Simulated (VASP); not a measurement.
KBe7:

```
K Be
1.0
     2.44168    0.00000    0.00000
     0.00000    2.89986    0.00000
     0.00000    0.00000   12.52335
K Be
1 7
Direct
  0.00000 0.00000 0.00000
  0.50000 0.50000 0.78247
  0.00000 0.00000 0.69225
  0.50000 0.50000 0.59775
  0.00000 0.00000 0.50000
  0.50000 0.50000 0.40225
  0.00000 0.00000 0.30775
  0.50000 0.50000 0.21753
```

| Quantity | Value |
| --- | --- |
| Program | VASP 6.6.1 |
| Task | relaxation of cell and atoms |
| Functional | PBE |
| Potentials or basis | VASP PAW PBE potentials, release 64 (K_sv, Be) |
| Cutoff | 600 eV |
| k mesh | 8 × 6 × 2 |
| Occupations | gaussian, width 0.1 eV |
| Spin | no spin polarisation |

At the start: pressure 0.5 GPa; volume 11.08 Å³/atom.

Problem. Where does the relaxation end?

Solution. Over 8 steps the energy falls by 3.9 meV/atom and the volume is 11.15 Å³/atom (+0.6 %); space group Pmmm (No. 47, to 0.1 Å) before and after.

Step by step:
```csv
step,energy change (eV),largest force (eV/Å),pressure (GPa),volume (Å³)
1,0.0000,0.3330,0.54,88.67
2,-0.0252,0.1853,0.02,89.15
3,-0.0259,0.1717,-0.03,89.19
4,-0.0271,0.1450,-0.11,89.28
5,-0.0288,0.0920,-0.26,89.45
6,-0.0293,0.0224,-0.56,89.79
7,-0.0295,0.0236,-0.46,89.66
8,-0.0311,0.0202,-0.02,89.23
```

Final structure:
```yaml
crystal:
  lattice:
    - [2.44028, 0.00000, 0.00000]
    - [0.00000, 2.92562, 0.00000]
    - [0.00000, 0.00000, 12.49798]
  atoms:
    - { symbol: K, position: [0.00000, 0.00000, 0.00000] }
    - { symbol: Be, position: [0.50000, 0.50000, 0.78383] }
    - { symbol: Be, position: [0.00000, 0.00000, 0.69251] }
    - { symbol: Be, position: [0.50000, 0.50000, 0.59478] }
    - { symbol: Be, position: [0.00000, 0.00000, 0.50000] }
    - { symbol: Be, position: [0.50000, 0.50000, 0.40522] }
    - { symbol: Be, position: [0.00000, 0.00000, 0.30749] }
    - { symbol: Be, position: [0.50000, 0.50000, 0.21617] }
```

Caveat: the k points lie up to 0.36 Å⁻¹ apart in the final cell, too coarse for converged energies and pressures of a metal.
